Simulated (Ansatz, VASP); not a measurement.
## One calculation of Be2Si, two programs

The input INCAR:

```
  ALGO = Normal
  EDIFF = 1E-6
  ENCUT = 520
  GGA = PE
  ISIF = 2
  ISMEAR = -1
  LASPH = True
  LCHARG = False
  LREAL = False
  LWAVE = False
  NBANDS = 11
  NELM = 80
  PREC = Accurate
  SIGMA = 0.05
```

The input KPOINTS:

```
k-points
0
Gamma
  9 9 9
```

POSCAR

```
Be2Si
1.0
    0.0000000000      2.6222813453      2.6222813453
    2.6222813453      0.0000000000      2.6222813453
    2.6222813453      2.6222813453      0.0000000000
Si Be
1 2
Direct
    0.0000000000      0.0000000000      0.0000000000
    0.2500000000      0.2500000000      0.2500000000
    0.7500000000      0.7500000000      0.7500000000
```

input.yaml

```yaml
crystal:
  lattice:
    - [0.0, 2.6222813453, 2.6222813453]
    - [2.6222813453, 0.0, 2.6222813453]
    - [2.6222813453, 2.6222813453, 0.0]
  atoms:
    - { symbol: Si, position: [0.0, 0.0, 0.0] }
    - { symbol: Be, position: [0.25, 0.25, 0.25] }
    - { symbol: Be, position: [0.75, 0.75, 0.75] }
hamiltonian:
  xc: pbe
  pseudopotentials: { kind: paw }
kpoints:
  mp_grid: { grid: [9, 9, 9] }
scf:
  occupations: { method: fermi_dirac, width: 0.05 }
output:
  forces: true
  stress: true
  eigenvalues: true
```

Alike in both runs: task single point; functional PBE; k mesh 9 × 9 × 9; occupations fermi-dirac, width 0.05 eV; no spin polarisation.

```csv
,VASP,Ansatz
version,VASP 6.6.1,Ansatz 0.2.0
potentials or method,"VASP PAW PBE potentials, release 64 (Si, Be)",Ansatz PAW
plane-wave cutoff (eV),520,420
valence electrons in the cell,8,8
```

|  | VASP | Ansatz | Ansatz less VASP |
| --- | --- | --- | --- |
| gap on the k mesh at the Fermi level (eV) | none | none | - |
| pressure (GPa) | 2.3 | 2.3 | -0.07 |

A gap of «none» marks a metal or a gap that the smearing closes. The functional is the same, so the differences come from potentials, cutoffs and numerics.
